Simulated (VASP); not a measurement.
Crystal: WC (CsCl type).

```xyz
2
Lattice="2.6714 0.0000 0.0000 0.0000 2.6714 0.0000 0.0000 0.0000 2.6714" Properties=species:S:1:pos:R:3 pbc="T T T"
W     0.0000    0.0000    0.0000
C     1.3357    1.3357    1.3357
```

This cell differs from its parent crystal: volume scaled by 0.94.

Base run:

```yaml
Program: VASP 6.6.1
Functional: PBE
Potentials_or_basis: VASP PAW PBE potentials, release 64 (W_sv, C)
Cutoff: 520 eV
k_mesh: 15 × 15 × 15
Occupations: fermi-dirac, width 0.08 eV
Spin: no spin polarisation
```

Its results: band gap on the k mesh zero (band 9 reaches 18.97 eV, above the bottom of band 10 at 11.90 eV); pressure 27.6 GPa.

The run is repeated on the same cell with these changes: further incar settings from ALGO = Normal; EDIFF = 1e-07; NBANDS = 16 to ALGO = Normal; EDIFF = 1e-06; NBANDS = 16; hubbard terms from none to W d U = 6.0 eV. What comes out?

Band gap on the k mesh zero (band 9 reaches 18.91 eV, above the bottom of band 10 at 12.27 eV); pressure 42.3 GPa.

Caveats: spin-orbit coupling is left out, which moves the levels of the heavy elements; U without spin polarisation on a metal has little footing (some runs); the U is typed as a test and isn't derived for this compound (some runs).
